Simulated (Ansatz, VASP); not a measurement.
TiO2 in VASP and in Ansatz

```
CELL_PARAMETERS angstrom
4.94486 0.00000 0.00000
0.00000 4.94486 0.00000
0.00000 0.00000 3.03170
ATOMIC_POSITIONS crystal
Ti 0.00000 0.00000 0.00000
Ti 0.50000 0.50000 0.50000
O 0.30510 0.30510 0.00000
O 0.19490 0.80510 0.50000
O 0.69490 0.69490 0.00000
O 0.80510 0.19490 0.50000
```

Alike in both runs: task single point; functional PBE; k mesh 8 × 8 × 10; occupations gaussian, width 0.05 eV; no spin polarisation.

|  | VASP | Ansatz |
| --- | --- | --- |
| version | VASP 6.6.1 | Ansatz 0.2.0 |
| potentials or method | VASP PAW PBE potentials, release 64 (Ti_sv, O), cutoff 520 eV | scalar-relativistic, plane waves, PAW |
| valence electrons in the cell | 48 | 48 |

```tsv
	VASP	Ansatz	Ansatz less VASP
gap on the k mesh at the Fermi level (eV)	1.56	1.58	+0.020
least direct gap on the mesh (eV)	1.56	1.58	+0.020
pressure (GPa)	-23.0	-23.3	-0.30
traceless stress, the component that is largest in VASP (GPa)	0.70	0.49	-0.213
rms of the force components (eV/Å)	0.388	0.404	+0.0152
```

Atom by atom the forces differ by 0.015 eV/Å (rms over components). With one functional, cell and mesh, what is left measures potentials, basis and numerics.
